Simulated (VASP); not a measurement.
Crystal: BaHfO3.

```xyz
5
Lattice="4.1771 0.0000 0.0000 0.0000 4.1771 0.0000 0.0000 0.0000 4.1770" Properties=species:S:1:pos:R:3 pbc="T T T"
Ba    2.0885    2.0885    4.1687
Hf    0.0000    0.0000    2.0801
O     0.0000    2.0885    2.0802
O     2.0885    0.0000    2.0802
O     0.0000    0.0000    4.1687
```

Base run:

```yaml
Program: VASP 6.6.1
Functional: r2SCAN
Potentials_or_basis: VASP PAW PBE potentials, release 64 (Ba_sv, Hf_pv, O)
Cutoff: 520 eV
k_mesh: 6 × 6 × 6
Occupations: gaussian, width 0.01 eV
Spin: no spin polarisation
```

Its results: band gap on the k mesh 4.11 eV, indirect (least direct gap 4.35 eV); pressure -0.7 GPa.

Task: The run is repeated on the same cell with these changes: functional from r2SCAN to LDA; potentials or basis from VASP PAW PBE potentials, release 64 (Ba_sv, Hf_pv, O) to VASP PAW LDA potentials, release 64 (Ba_sv, Hf_pv, O). What comes out?

Result: Band gap on the k mesh 3.40 eV, indirect (least direct gap 3.62 eV); pressure -6.8 GPa.

Caveats: spin-orbit coupling is left out, which moves the levels of the heavy elements; the PAW data sets were made with another functional, which shifts forces and pressure a little (some runs).

A k mesh can miss the band edges.
